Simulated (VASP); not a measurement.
# AgS (Cmcm) in VASP: single point with PBE

Aim: the single point of AgS with PBE.

All numbers are computed with VASP 6.6.1; they aren't measurements. Logs are shortened: lines on timing, memory, paths and dates and some standing lists are left out, and cuts for length are marked.

### Step 1. The cell of the first run

Symmetry: Cmcm, No. 63, orthorhombic system. The conventional cell has a = 4.562 Å, b = 10.874 Å, c = 4.142 Å, α = 90.00°, β = 90.00°, γ = 90.00°. Ag (site symmetry m2m) has 2 Ag at 2.77 Å and 7 S at 3.07 to 3.29 Å within 3.6 Å. S (site symmetry m2m) has 7 Ag at 3.07 to 3.29 Å and 8 S at 3.56 to 4.14 Å within 4.2 Å.

The cell was generated, and may not be a known phase.

### Step 2. Single point, PBE

The input, INCAR:

```
  PREC = Accurate
  ENCUT = 520
  EDIFF = 1E-6
  ISMEAR = 0
  SIGMA = 0.1
  LREAL = F
  LASPH = T
  NELM = 60
  ALGO = Normal
  ISIF = 2
  LWAVE = F
  LCHARG = F
  GGA = PE
  NBANDS = 25
```

The input, KPOINTS:

```
regular mesh
0
Gamma
  4 4 4
```

The input, POSCAR:

```
AgS
1.0
    2.2809692800     -5.4371227400      0.0000000000
    2.2809692800      5.4371227400      0.0000000000
    0.0000000000      0.0000000000      4.1420737200
Ag S
2 2
Direct
    0.4156535900      0.5843464100      0.2500000000
    0.5843464100      0.4156535900      0.7500000000
    0.1333138900      0.8666861100      0.2500000000
    0.8666861100      0.1333138900      0.7500000000
```

Potentials or basis: VASP PAW PBE potentials, release 64 (Ag, S).

Run with:

```bash
cat potpaw_PBE.64/Ag/POTCAR potpaw_PBE.64/S/POTCAR > POTCAR
mpirun -np 1 vasp_std > vasp.out
```

OUTCAR:

```text
PREC = Accurate
   ENCUT = 520
   EDIFF = 1E-6
   ISMEAR = 0
   LREAL = F
   LASPH = T
   NELM = 60
   ISIF = 2
   GGA = PE

 ion  position               nearest neighbor table
   1  0.416  0.584  0.250-   2 2.77   2 2.77   3 3.07   4 3.13   4 3.13   4 3.13   4 3.13
   2  0.584  0.416  0.750-   1 2.77   1 2.77   4 3.07   3 3.13   3 3.13   3 3.13   3 3.13
   3  0.133  0.867  0.250-   1 3.07   2 3.13   2 3.13   2 3.13   2 3.13
   4  0.867  0.133  0.750-   2 3.07   1 3.13   1 3.13   1 3.13   1 3.13

  LATTYP: Found a base centered orthorhombic cell.
 ALAT       =     4.5619385600
 B/A-ratio  =     2.3836895953
 C/A-ratio  =     0.9079635040

  Lattice vectors:

 A1 = (   2.2809692800,  -5.4371227400,   0.0000000000)
 A2 = (   2.2809692800,   5.4371227400,   0.0000000000)
 A3 = (   0.0000000000,   0.0000000000,   4.1420737200)

Analysis of symmetry for initial positions (statically):
=====================================================================
 Subroutine PRICEL returns:
 Original cell was already a primitive cell.

 Routine SETGRP: Setting up the symmetry group for a
 base centered orthorhombic supercell.

 Subroutine GETGRP returns: Found  8 space group operations
 (whereof  4 operations were pure point group operations)
 out of a pool of  8 trial point group operations.

The static configuration has the point symmetry C_2h.
 The point group associated with its full space group is D_2h.

Analysis of symmetry for dynamics (positions and initial velocities):
=====================================================================
 Subroutine PRICEL returns:
 Original cell was already a primitive cell.

 Routine SETGRP: Setting up the symmetry group for a
 base centered orthorhombic supercell.

 Subroutine GETGRP returns: Found  8 space group operations
 (whereof  4 operations were pure point group operations)
 out of a pool of  8 trial point group operations.

The dynamic configuration has the point symmetry C_2h.
 The point group associated with its full space group is D_2h.

 Subroutine INISYM returns: Found  8 space group operations
 (whereof  4 operations are pure point group operations),
 and found     1 'primitive' translations

----------------------------------------------------------------------------------------

                                     Primitive cell

  volume of cell :     102.7393

  direct lattice vectors                    reciprocal lattice vectors
     2.280969280 -5.437122740  0.000000000     0.219205057 -0.091960403  0.000000000
     2.280969280  5.437122740  0.000000000     0.219205057  0.091960403  0.000000000
     0.000000000  0.000000000  4.142073720     0.000000000  0.000000000  0.241424964

  length of vectors
     5.896195769  5.896195769  4.142073720     0.237713215  0.237713215  0.241424964

  position of ions in fractional coordinates (direct lattice)
     0.415653590  0.584346410  0.250000000
     0.584346410  0.415653590  0.750000000
     0.133313890  0.866686110  0.250000000
     0.866686110  0.133313890  0.750000000

  ion indices of the primitive-cell ions
   primitive index   ion index
                 1           1
                 2           2
                 3           3
                 4           4

----------------------------------------------------------------------------------------

 KPOINTS: regular mesh

Automatic generation of k-mesh.
 Grid dimensions read from file:
 generate k-points for:    4    4    4

 Generating k-lattice:

  Cartesian coordinates                     Fractional coordinates (reciprocal lattice)
     0.054801264 -0.022990101  0.000000000     0.250000000 -0.000000000  0.000000000
     0.054801264  0.022990101  0.000000000    -0.000000000  0.250000000  0.000000000
     0.000000000  0.000000000  0.060356241     0.000000000  0.000000000  0.250000000

  Length of vectors
     0.059428304  0.059428304  0.060356241

  Shift w.r.t. Gamma in fractional coordinates (k-lattice)
     0.000000000  0.000000000  0.000000000

 Subroutine IBZKPT returns following result:
 ===========================================

 Found     21 irreducible k-points:

 Following reciprocal coordinates:
            Coordinates               Weight
  0.000000  0.000000  0.000000      1.000000
  0.250000  0.000000  0.000000      4.000000
  0.500000  0.000000  0.000000      2.000000
  0.250000  0.250000  0.000000      2.000000
  0.500000  0.250000  0.000000      4.000000
 -0.250000  0.250000  0.000000      2.000000
[... 13 lines left out ...]
 -0.250000  0.250000  0.500000      2.000000
  0.500000  0.500000  0.500000      1.000000
   k-points           NKPTS =     21   k-points in BZ     NKDIM =     21   number of bands    NBANDS=     25
   number of dos      NEDOS =    301   number of ions     NIONS =      4
   total plane-waves  NPLWV =  73728
   dimension x,y,z NGX =    48 NGY =   48 NGZ =   32
   dimension x,y,z NGXF=    96 NGYF=   96 NGZF=   64
   ions per type =               2   2
   NGX,Y,Z   is equivalent  to a cutoff of  13.53, 13.53, 12.84 a.u.
   NGXF,Y,Z  is equivalent  to a cutoff of  27.07, 27.07, 25.69 a.u.
 SYSTEM =  unknown system
   PREC   = accura    normal or accurate (medium, high low for compatibility)
   ISTART =      0    job   : 0-new  1-cont  2-samecut
   ICHARG =      2    charge: 1-file 2-atom 10-const
   ISPIN  =      1    spin polarized calculation?
   LNONCOLLINEAR =      F non collinear calculations
   LSORBIT =      F    spin-orbit coupling
   LASPH  =      T    aspherical Exc in radial PAW
   ENCUT  =  520.0 eV  38.22 Ry    6.18 a.u.  10.96 10.96  7.70*2*pi/ulx,y,z
   NELM   =     60;   NELMIN=  2; NELMDL= -5     # of ELM steps
   EDIFF  = 0.1E-05   stopping-criterion for ELM
   LREAL  =      F    real-space projection
[... 7 lines left out ...]
   TEBEG  =    0.0;   TEEND  =   0.0 temperature during run
   PSTRESS=    0.0 pullay stress
   NELECT =      34.0000    total number of electrons
   NUPDOWN=      -1.0000    fix difference up-down
   EMIN   =  10.00;   EMAX   =-10.00  energy-range for DOS
   EFERMI =   0.00;   METHOD = LEGACY
   ISMEAR =     0;   SIGMA  =   0.10  broadening in eV -4-tet -1-fermi 0-gaus
   EFERMI_NEDOS =   21; number of points for ismear=-14 and -15
   IALGO  =     38    algorithm
   IMIX   =      4    mixing-type and parameters
     AMIX     =   0.40;   BMIX     =  1.00
     AMIX_MAG =   1.60;   BMIX_MAG =  1.00
  volume/ion in A,a.u.               =      25.68       173.33
  Fermi-wavevector in a.u.,A,eV,Ry     =   1.132372  2.139872 17.446283  1.282266
  Thomas-Fermi vector in A             =   2.269073
   LORBIT       =      0    0 simple, 1 ext, 2 COOP (PROOUT), +10 PAW based schemes
   GGA     = PE    functional components
   LHFCALC =     F    Hartree Fock is set to
   AEXX    =    0.0000 exact exchange contribution
   IVDW    =     0    specifies the selected vdW correction
   LEPSILON=     F    determine dielectric tensor
   LRPA    =     F    only Hartree local field effects (RPA)
 non-spin polarized calculation
 Gauss-broadening in eV      SIGMA  =   0.10
  energy-cutoff  :      520.00
  volume of cell :      102.74
 maximum number of plane-waves:      2800
 NGX is ok and might be reduce to    48
   NGX = 21   NGY = 21   NGZ = 15

 number of electron      34.0000003 magnetization

 Free energy of the ion-electron system (eV)
  ---------------------------------------------------
  ext. energy  EPLUGINS =         0.00000000
  ---------------------------------------------------
  free energy    TOTEN  =       -10.70584259 eV

  energy without entropy =      -10.66717112  energy(sigma->0) =      -10.68650686

 E-fermi :   2.3148     XC(G=0):  -9.2849

 val. band max:        2.2998979486   @ k =  -0.2500   0.2500   0.5000
 cond. band min:       2.3326668150   @ k =   0.5000   0.2500   0.2500
 fundamental gap:      0.0327688664
 Fermi energy:         2.3148406492

 k-point     1 :       0.0000    0.0000    0.0000
  band No.  band energies     occupation
      1      -9.3275      2.00000
      2      -8.4965      2.00000
      3      -1.5067      2.00000
      4      -1.2815      2.00000
      5      -1.2141      2.00000
      6      -0.8524      2.00000
[... 17 lines left out ...]
     24      11.1112      0.00000
     25      11.5908      0.00000

 k-point     2 :       0.2500    0.0000    0.0000
  band No.  band energies     occupation
      1      -9.1892      2.00000
      2      -8.5342      2.00000
      3      -1.5458      2.00000
      4      -1.4957      2.00000
      5      -1.3912      2.00000
      6      -1.0660      2.00000
[... 17 lines left out ...]
     24      11.3570      0.00000
     25      12.0221      0.00000

 k-point     3 :       0.5000    0.0000    0.0000
  band No.  band energies     occupation
      1      -9.0155      2.00000
      2      -8.6009      2.00000
      3      -1.7445      2.00000
      4      -1.6861      2.00000
      5      -1.4842      2.00000
      6      -1.2566      2.00000
[... 17 lines left out ...]
     24       9.5658      0.00000
     25      11.5009      0.00000

 k-point     4 :       0.2500    0.2500    0.0000
  band No.  band energies     occupation
      1      -9.0163      2.00000
      2      -8.5997      2.00000
      3      -1.8532      2.00000
      4      -1.6847      2.00000
      5      -1.4898      2.00000
      6      -1.2175      2.00000
[... 17 lines left out ...]
     24      10.2613      0.00000
     25      11.8677      0.00000

 k-point     5 :       0.5000    0.2500    0.0000
  band No.  band energies     occupation
      1      -9.0260      2.00000
      2      -8.7020      2.00000
      3      -1.5820      2.00000
      4      -1.5098      2.00000
      5      -1.4832      2.00000
      6      -1.0604      2.00000
[... 17 lines left out ...]
     24      10.0063      0.00000
     25      11.3806      0.00000

 k-point     6 :      -0.2500    0.2500    0.0000
  band No.  band energies     occupation
      1      -9.2133      2.00000
      2      -8.6181      2.00000
      3      -1.4925      2.00000
      4      -1.4718      2.00000
      5      -1.1846      2.00000
      6      -0.8604      2.00000
[... 17 lines left out ...]
     24      10.6646      0.00000
     25      11.5669      0.00000
[... 309 lines left out ...]
 k-point    18 :       0.2500    0.2500    0.5000
  band No.  band energies     occupation
      1      -8.7112      2.00000
      2      -8.7112      2.00000
      3      -1.2235      2.00000
      4      -1.2235      2.00000
      5      -1.0870      2.00000
      6      -1.0870      2.00000
[... 17 lines left out ...]
     24      10.7839      0.00000
     25      11.4424      0.00000

 k-point    19 :       0.5000    0.2500    0.5000
  band No.  band energies     occupation
      1      -8.7208      2.00000
      2      -8.7208      2.00000
      3      -1.3711      2.00000
      4      -1.3711      2.00000
      5      -1.1214      2.00000
      6      -1.1214      2.00000
[... 17 lines left out ...]
     24      10.7812      0.00000
     25      11.1898      0.00000

 k-point    20 :      -0.2500    0.2500    0.5000
  band No.  band energies     occupation
      1      -8.7468      2.00000
      2      -8.7468      2.00000
      3      -1.3494      2.00000
      4      -1.3494      2.00000
      5      -1.3390      2.00000
      6      -1.3390      2.00000
[... 17 lines left out ...]
     24       8.9963      0.00000
     25      10.8683      0.00000

 k-point    21 :       0.5000    0.5000    0.5000
  band No.  band energies     occupation
      1      -8.7299      2.00000
      2      -8.7299      2.00000
      3      -1.5368      2.00000
      4      -1.5368      2.00000
      5      -1.2957      2.00000
      6      -1.2957      2.00000
[... 17 lines left out ...]
     24       9.5185      0.00000
     25      11.5144      0.00000

------------------------ aborting loop because EDIFF is reached ----------------------------------------

  FORCE on cell =-STRESS in cart. coord.  units (eV):
  Direction    XX          YY          ZZ          XY          YZ          ZX
  --------------------------------------------------------------------------------------
  -------------------------------------------------------------------------------------
  Total       -8.5737047     -5.8641685     -4.4762386      0.0000000      0.0000000      0.0000000
  in kB     -133.7034793    -91.4493522    -69.8051421      0.0000000      0.0000000      0.0000000
  external PRESSURE =     -98.3193245 kB  Pullay stress =       0.0000000 kB

 VOLUME and BASIS-vectors are now :
 -----------------------------------------------------------------------------
  energy-cutoff  :      520.00
  volume of cell :      102.74
      direct lattice vectors                 reciprocal lattice vectors
     2.280969280 -5.437122740  0.000000000     0.219205057 -0.091960403  0.000000000
     2.280969280  5.437122740  0.000000000     0.219205057  0.091960403  0.000000000
     0.000000000  0.000000000  4.142073720     0.000000000  0.000000000  0.241424964

 POSITION                                       TOTAL-FORCE (eV/Angst)
 -----------------------------------------------------------------------------------
      2.28097      0.91720      1.03552         0.000000      0.903728     -0.000000
      2.28097     -0.91720      3.10656         0.000000     -0.903728      0.000000
      2.28097      3.98743      1.03552         0.000000      0.142265      0.000000
      2.28097     -3.98743      3.10656         0.000000     -0.142265     -0.000000
 -----------------------------------------------------------------------------------
    total drift:                               -0.000000     -0.000000      0.000000

  FREE ENERGIE OF THE ION-ELECTRON SYSTEM (eV)
  ---------------------------------------------------
  free  energy   TOTEN  =       -10.7058425927 eV

  energy  without entropy=      -10.6671711247  energy(sigma->0) =      -10.68650686
```

It took 98 s on 1 thread of AMD EPYC 7R13, shared host; peak memory 0.24 GiB.

Results:

| Quantity | Value |
| --- | --- |
| Free energy | -10.7058 eV |
| Pressure | -9.8 GPa |
| Largest force | 0.904 eV/Å |
| Band gap on the k mesh | zero (bands 17 and 18 overlap by 0.71 eV) |

Forces in eV/Å, atoms in the order of the input:
```
Ag   0.000  0.904  0.000
Ag   0.000 -0.904  0.000
S    0.000  0.142  0.000
S    0.000 -0.142  0.000
```

Stress tensor (GPa, compression positive):
```
-13.37   0.00   0.00
  0.00  -9.14   0.00
  0.00   0.00  -6.98
```

Levels at points of the mesh, in eV from the Fermi level:
```
           k point  band 15  band 16  band 17  band 18  band 19  band 20
(0.00, 0.00, 0.00)    -1.05    -0.52    -0.15     0.04     0.11     3.31
(0.50, 0.00, 0.00)    -0.49    -0.12    -0.08     0.25     2.71     5.16
(0.50, 0.50, 0.00)    -0.94    -0.72    -0.24    -0.23     1.73     4.20
(0.00, 0.00, 0.50)    -0.92    -0.92     0.05     0.05     3.20     3.20
(0.50, 0.00, 0.50)    -1.66    -1.66    -0.44    -0.44     2.66     2.66
(0.50, 0.50, 0.50)    -0.08    -0.08     0.24     0.24     2.84     2.84
```

Caveat: the k points lie up to 0.38 Å⁻¹ apart, too coarse for converged energies and pressures of a metal.

The gap in the log of VASP goes by the Fermi energy; the results here count the filled bands.